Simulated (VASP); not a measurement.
# Ba (Im-3m) in VASP: further runs

The runs below take Ba through single point, relaxation of cell and atoms, with PBEsol.

Program: VASP 6.6.1. These are calculated values, not measurements. Logs are shortened: lines on timing, memory, paths and dates and some standing lists are left out, and cuts for length are marked.

## Step 1: The cell of the first run

The structure is cubic, space group Im-3m (No. 229). The conventional cell has a = 4.904 Å, b = 4.904 Å, c = 4.904 Å, α = 90.00°, β = 90.00°, γ = 90.00°. Ba (site symmetry m-3m) has 14 Ba at 4.25 to 4.90 Å within 5.6 Å.

## Step 2: Single point, PBEsol

INCAR reads:

```
ALGO = Normal ; EDIFF = 1E-6
ENCUT = 520 ; GGA = PS
ISIF = 2 ; ISMEAR = -1
LASPH = T ; LCHARG = T
LELF = T ; LREAL = F
LVHAR = T ; LWAVE = F
NBANDS = 11 ; NELM = 60
PREC = Accurate ; SIGMA = 0.02
```

KPOINTS reads:

```
k-points
0
Gamma
  6 6 6
```

POSCAR reads:

```
Ba
1.0
    4.2471090666     -0.0000000235     -0.0000000407
   -1.4157030000      4.0042128364     -0.0000000407
   -1.4157030000     -2.0021063594      3.4677500724
Ba
1
Direct
    0.0000000000      0.0000000000      0.0000000000
```

Potentials or basis: VASP PAW PBE potentials, release 64 (Ba_sv).

Command:

```sh
$ cat potpaw_PBE.64/Ba_sv/POTCAR > POTCAR
$ mpirun -np 1 vasp_std > vasp.out
```

OUTCAR:

```text
EDIFF = 1E-6
   ENCUT = 520
   GGA = PS
   ISIF = 2
   ISMEAR = -1
   LASPH = T
   LREAL = F
   NELM = 60
   PREC = Accurate

 ion  position               nearest neighbor table
   1  0.000  0.000  0.000-

  LATTYP: Found a body centered cubic cell.
 ALAT       =     4.9041391257

  Lattice vectors:

 A1 = (   4.2471090666,  -0.0000000235,  -0.0000000407)
 A2 = (  -1.4157030000,   4.0042128364,  -0.0000000407)
 A3 = (  -1.4157030000,  -2.0021063594,   3.4677500724)

Analysis of symmetry for initial positions (statically):
=====================================================================
 Subroutine PRICEL returns:
 Original cell was already a primitive cell.

 Routine SETGRP: Setting up the symmetry group for a
 body centered cubic supercell.

 Subroutine GETGRP returns: Found 48 space group operations
 (whereof 48 operations were pure point group operations)
 out of a pool of 48 trial point group operations.

The static configuration has the point symmetry O_h .

Analysis of symmetry for dynamics (positions and initial velocities):
=====================================================================
 Subroutine PRICEL returns:
 Original cell was already a primitive cell.

 Routine SETGRP: Setting up the symmetry group for a
 body centered cubic supercell.

 Subroutine GETGRP returns: Found 48 space group operations
 (whereof 48 operations were pure point group operations)
 out of a pool of 48 trial point group operations.

The dynamic configuration has the point symmetry O_h .

 Subroutine INISYM returns: Found 48 space group operations
 (whereof 48 operations are pure point group operations),
 and found     1 'primitive' translations

----------------------------------------------------------------------------------------

                                     Primitive cell

  volume of cell :      58.9737

  direct lattice vectors                    reciprocal lattice vectors
     4.247109067 -0.000000023 -0.000000041     0.235454280  0.083245659  0.144185706
    -1.415703000  4.004212836 -0.000000041     0.000000003  0.249736977  0.144185706
    -1.415703000 -2.002106359  3.467750072     0.000000003  0.000000004  0.288371420

  length of vectors
     4.247109067  4.247109067  4.247109067     0.288371420  0.288371420  0.288371420

  position of ions in fractional coordinates (direct lattice)
     0.000000000  0.000000000  0.000000000

  ion indices of the primitive-cell ions
   primitive index   ion index
                 1           1

----------------------------------------------------------------------------------------

 KPOINTS: k-points

Automatic generation of k-mesh.
 Grid dimensions read from file:
 generate k-points for:    6    6    6

 Generating k-lattice:

  Cartesian coordinates                     Fractional coordinates (reciprocal lattice)
     0.039242380  0.013874277  0.024030951     0.166666667  0.000000000 -0.000000000
     0.000000000  0.041622830  0.024030951     0.000000000  0.166666667  0.000000000
     0.000000000  0.000000001  0.048061903    -0.000000000 -0.000000000  0.166666667

  Length of vectors
     0.048061903  0.048061903  0.048061903

  Shift w.r.t. Gamma in fractional coordinates (k-lattice)
     0.000000000  0.000000000  0.000000000

 Subroutine IBZKPT returns following result:
 ===========================================

 Found     16 irreducible k-points:

 Following reciprocal coordinates:
            Coordinates               Weight
  0.000000  0.000000  0.000000      1.000000
  0.166667  0.000000 -0.000000     12.000000
  0.333333  0.000000 -0.000000     12.000000
  0.500000  0.000000 -0.000000      6.000000
  0.166667  0.166667 -0.000000     24.000000
  0.333333  0.166667 -0.000000     48.000000
[... 8 lines left out ...]
  0.500000  0.500000  0.333333     12.000000
  0.500000  0.500000  0.500000      1.000000
   k-points           NKPTS =     16   k-points in BZ     NKDIM =     16   number of bands    NBANDS=     11
   number of dos      NEDOS =    301   number of ions     NIONS =      1
   total plane-waves  NPLWV =  32768
   dimension x,y,z NGX =    32 NGY =   32 NGZ =   32
   dimension x,y,z NGXF=    64 NGYF=   64 NGZF=   64
   ions per type =               1
   NGX,Y,Z   is equivalent  to a cutoff of  12.53, 12.53, 12.53 a.u.
   NGXF,Y,Z  is equivalent  to a cutoff of  25.05, 25.05, 25.05 a.u.
 SYSTEM =  unknown system
   PREC   = accura    normal or accurate (medium, high low for compatibility)
   ISTART =      0    job   : 0-new  1-cont  2-samecut
   ICHARG =      2    charge: 1-file 2-atom 10-const
   ISPIN  =      1    spin polarized calculation?
   LNONCOLLINEAR =      F non collinear calculations
   LSORBIT =      F    spin-orbit coupling
   LASPH  =      T    aspherical Exc in radial PAW
   ENCUT  =  520.0 eV  38.22 Ry    6.18 a.u.   7.90  7.90  7.90*2*pi/ulx,y,z
   NELM   =     60;   NELMIN=  2; NELMDL= -5     # of ELM steps
   EDIFF  = 0.1E-05   stopping-criterion for ELM
   LREAL  =      F    real-space projection
   EDIFFG = 0.1E-04   stopping-criterion for IOM
   NSW    =      0    number of steps for IOM
   IBRION =     -1    ionic relax: 0-MD 1-quasi-New 2-CG
   NFREE  =      0    steps in history (QN), initial steepest desc. (CG)
   ISIF   =      2    stress and relaxation
   ISYM   =      2    0-nonsym 1-usesym 2-fastsym
   POTIM  = 0.5000    time-step for ionic-motion
   TEBEG  =    0.0;   TEEND  =   0.0 temperature during run
   PSTRESS=    0.0 pullay stress
   NELECT =      10.0000    total number of electrons
   NUPDOWN=      -1.0000    fix difference up-down
   EMIN   =  10.00;   EMAX   =-10.00  energy-range for DOS
   EFERMI =   0.00;   METHOD = LEGACY
   ISMEAR =    -1;   SIGMA  =   0.02  broadening in eV -4-tet -1-fermi 0-gaus
   EFERMI_NEDOS =   21; number of points for ismear=-14 and -15
   IALGO  =     38    algorithm
   IMIX   =      4    mixing-type and parameters
     AMIX     =   0.40;   BMIX     =  1.00
     AMIX_MAG =   1.60;   BMIX_MAG =  1.00
  volume/ion in A,a.u.               =      58.97       397.97
  Fermi-wavevector in a.u.,A,eV,Ry     =   0.906126  1.712330 11.171265  0.821065
  Thomas-Fermi vector in A             =   2.029777
   LORBIT       =      0    0 simple, 1 ext, 2 COOP (PROOUT), +10 PAW based schemes
   GGA     = PS    functional components
   LHFCALC =     F    Hartree Fock is set to
   AEXX    =    0.0000 exact exchange contribution
   IVDW    =     0    specifies the selected vdW correction
   LEPSILON=     F    determine dielectric tensor
   LRPA    =     F    only Hartree local field effects (RPA)
 non-spin polarized calculation
  energy-cutoff  :      520.00
  volume of cell :       58.97
 maximum number of plane-waves:      1638
   NGX = 15   NGY = 15   NGZ = 15

 number of electron      10.0000000 magnetization

 Free energy of the ion-electron system (eV)
  ---------------------------------------------------
  ext. energy  EPLUGINS =         0.00000000
  ---------------------------------------------------
  free energy    TOTEN  =        -2.13729880 eV

  energy without entropy =       -2.13527961  energy(sigma->0) =       -2.13628920

 E-fermi :   1.7893     XC(G=0):  -7.7251

 val. band max:        1.7375281182   @ k =  -0.3333   0.3333   0.3333
 cond. band min:       1.8338865264   @ k =   0.3333   0.3333  -0.0000
 fundamental gap:      0.0963584083
 Fermi energy:         1.7893421778

 k-point     1 :       0.0000    0.0000    0.0000
  band No.  band energies     occupation
      1     -26.9998      2.00000
      2     -11.8880      2.00000
      3     -11.8880      2.00000
      4     -11.8880      2.00000
      5      -1.0426      2.00000
      6       3.6396      0.00000
      7       3.6396      0.00000
      8       3.6396      0.00000
      9       5.1638      0.00000
     10       5.1638      0.00000
     11       8.8879      0.00000

 k-point     2 :       0.1667    0.0000   -0.0000
  band No.  band energies     occupation
      1     -26.9854      2.00000
      2     -12.0416      2.00000
      3     -11.9349      2.00000
      4     -11.8892      2.00000
      5      -0.5084      2.00000
      6       3.2446      0.00000
      7       3.3199      0.00000
      8       4.2090      0.00000
      9       4.7952      0.00000
     10       5.1509      0.00000
     11       9.3956      0.00000

 k-point     3 :       0.3333    0.0000   -0.0000
  band No.  band energies     occupation
      1     -26.9562      2.00000
      2     -12.3278      2.00000
      3     -12.0261      2.00000
      4     -11.8917      2.00000
      5       0.5241      2.00000
      6       2.6558      0.00000
      7       2.8099      0.00000
      8       5.1009      0.00000
      9       5.3896      0.00000
     10       5.7872      0.00000
     11       8.6141      0.00000

 k-point     4 :       0.5000    0.0000   -0.0000
  band No.  band energies     occupation
      1     -26.9415      2.00000
      2     -12.4621      2.00000
      3     -12.0706      2.00000
      4     -11.8930      2.00000
      5       0.8058      2.00000
      6       2.4188      0.00000
      7       3.2257      0.00000
      8       5.1457      0.00000
      9       5.7694      0.00000
     10       7.3552      0.00000
     11       7.6098      0.00000

 k-point     5 :       0.1667    0.1667   -0.0000
  band No.  band energies     occupation
      1     -26.9635      2.00000
      2     -12.2358      2.00000
      3     -11.9968      2.00000
      4     -11.9233      2.00000
      5       0.3590      2.00000
      6       2.6889      0.00000
      7       2.8667      0.00000
      8       4.6380      0.00000
      9       5.3553      0.00000
     10       5.5811      0.00000
     11       9.3840      0.00000
[... 99 lines left out ...]
 k-point    13 :      -0.3333    0.5000    0.1667
  band No.  band energies     occupation
      1     -26.9256      2.00000
      2     -12.3471      2.00000
      3     -12.2171      2.00000
      4     -12.0322      2.00000
      5       1.7150      1.95251
      6       1.9163      0.00349
      7       2.9137      0.00000
      8       4.6712      0.00000
      9       5.4246      0.00000
     10       7.3508      0.00000
     11       8.1705      0.00000

 k-point    14 :      -0.3333    0.3333    0.3333
  band No.  band energies     occupation
      1     -26.9213      2.00000
      2     -12.2683      2.00000
      3     -12.1817      2.00000
      4     -12.1817      2.00000
      5       1.4818      2.00000
      6       1.7375      1.86052
      7       4.2886      0.00000
      8       4.2886      0.00000
      9       5.1652      0.00000
     10       5.6508      0.00000
     11      10.1896      0.00000

 k-point    15 :       0.5000    0.5000    0.3333
  band No.  band energies     occupation
      1     -26.9095      2.00000
      2     -12.3290      2.00000
      3     -12.2315      2.00000
      4     -12.1903      2.00000
      5       1.3975      2.00000
      6       1.5064      2.00000
      7       4.3418      0.00000
      8       4.5201      0.00000
      9       6.4959      0.00000
     10       6.9303      0.00000
     11       7.9704      0.00000

 k-point    16 :       0.5000    0.5000    0.5000
  band No.  band energies     occupation
      1     -26.8988      2.00000
      2     -12.2830      2.00000
      3     -12.2830      2.00000
      4     -12.2830      2.00000
      5       1.1198      2.00000
      6       1.1198      2.00000
      7       6.4286      0.00000
      8       6.4286      0.00000
      9       6.4286      0.00000
     10       6.8054      0.00000
     11       6.8054      0.00000

------------------------ aborting loop because EDIFF is reached ----------------------------------------

  FORCE on cell =-STRESS in cart. coord.  units (eV):
  Direction    XX          YY          ZZ          XY          YZ          ZX
  --------------------------------------------------------------------------------------
  -------------------------------------------------------------------------------------
  Total        0.0259510      0.0259510      0.0259510      0.0000000      0.0000000      0.0000000
  in kB        0.7050287      0.7050287      0.7050287      0.0000000      0.0000000      0.0000000
  external PRESSURE =       0.7050287 kB  Pullay stress =       0.0000000 kB

 VOLUME and BASIS-vectors are now :
 -----------------------------------------------------------------------------
  energy-cutoff  :      520.00
  volume of cell :       58.97
      direct lattice vectors                 reciprocal lattice vectors
     4.247109067 -0.000000023 -0.000000041     0.235454280  0.083245659  0.144185706
    -1.415703000  4.004212836 -0.000000041     0.000000003  0.249736977  0.144185706
    -1.415703000 -2.002106359  3.467750072     0.000000003  0.000000004  0.288371420

 POSITION                                       TOTAL-FORCE (eV/Angst)
 -----------------------------------------------------------------------------------
      0.00000      0.00000      0.00000         0.000000      0.000000      0.000000
 -----------------------------------------------------------------------------------
    total drift:                               -0.000000      0.000000      0.000000

  FREE ENERGIE OF THE ION-ELECTRON SYSTEM (eV)
  ---------------------------------------------------
  free  energy   TOTEN  =        -2.1372987992 eV

  energy  without entropy=       -2.1352796095  energy(sigma->0) =       -2.13628920
```

Wall time 5.8 s (1 thread of Intel Xeon 6975P-C (Granite Rapids), shared host); peak memory 0.16 GiB.

Results:

| Property | Result |
| --- | --- |
| Free energy | -2.1373 eV |
| Pressure | 0.1 GPa |
| Band gap on the k mesh | zero (band 5 reaches 1.83 eV, above the bottom of band 6 at 1.12 eV) |

Caveat: the PAW data sets were made with another functional, which shifts forces and pressure a little; spin-orbit coupling is left out, which moves the levels of the heavy elements.

## Step 3: Relaxation of cell and atoms, PBEsol

This run uses another cell than the first one, of 62.99 Å³/atom, 1.068 times its volume.

INCAR reads:

```
SYSTEM = Ba
  PREC = Accurate
  ENCUT = 600
  EDIFF = 1E-6
  ISMEAR = -1
  SIGMA = 0.02
  LREAL = .FALSE.
  LASPH = .TRUE.
  NELM = 60
  ALGO = Normal
  ISIF = 3
  LWAVE = .FALSE.
  LCHARG = .FALSE.
  GGA = PS
  IBRION = 2
  NSW = 80
  EDIFFG = -0.02
```

KPOINTS reads:

```
Automatic mesh
0
G
  6 6 6
  0 0 0
```

POSCAR reads:

```
Ba
1.0
    4.3413850000      0.0000000000      0.0000000000
   -1.4471282880      4.0930970470      0.0000000000
   -1.4471282880     -2.0465484274      3.5447260784
Ba
1
Direct
    0.0000000000      0.0000000000      0.0000000000
```

Potentials or basis: VASP PAW PBE potentials, release 64 (Ba_sv).

Command:

```sh
$ cat potpaw_PBE.64/Ba_sv/POTCAR > POTCAR
$ mpirun -np 1 vasp_std > vasp.out
```

Run time: 22 s. Hardware: 1 thread of Intel Xeon 6975P-C (Granite Rapids), shared host; peak memory 0.2 GiB.

Results (log left out):

* Free energy: -2.1374 eV
* Relaxed volume: 59.31 Å³/atom
* Relaxed cell: a = 4.255 Å, b = 4.255 Å, c = 4.255 Å, α = 109.47°, β = 109.47°, γ = 109.47°
* Space group after relaxing (to 0.05 Å): Im-3m (No. 229)
* Energy gained by relaxing: 5.6 meV/atom
* Ionic steps: 4
* Pressure after relaxing: 0.0 GPa
* Band gap on the k mesh: zero (band 5 reaches 1.81 eV, above the bottom of band 6 at 1.11 eV)

Step by step:
```
step  energy change (eV)  largest force (eV/Å)  pressure (GPa)  volume (Å³)
   1              0.0000                0.0000           -0.47        62.99
   2             -0.0039                0.0000           -0.29        61.33
   3             -0.0052                0.0000            0.12        58.50
   4             -0.0056                0.0000            0.02        59.31
```

Final structure:
```
Ba
1.0
     4.25522    0.00000    0.00000
    -1.41841    4.01186    0.00000
    -1.41841   -2.00593    3.47437
Ba
1
Direct
  0.00000 0.00000 0.00000
```

Levels at points of the mesh, in eV from the Fermi level:
| k point | band 3 | band 4 | band 5 | band 6 | band 7 | band 8 |
| --- | --- | --- | --- | --- | --- | --- |
| (0.00, 0.00, 0.00) | -13.69 | -13.69 | -2.83 | 1.84 | 1.84 | 1.84 |
| (0.50, 0.00, 0.00) | -13.87 | -13.70 | -0.98 | 0.63 | 1.42 | 3.34 |
| (0.50, 0.50, 0.50) | -14.08 | -14.08 | -0.66 | -0.66 | 4.61 | 4.61 |

Caveat: the PAW data sets were made with another functional, which shifts forces and pressure a little; spin-orbit coupling is left out, which moves the levels of the heavy elements.
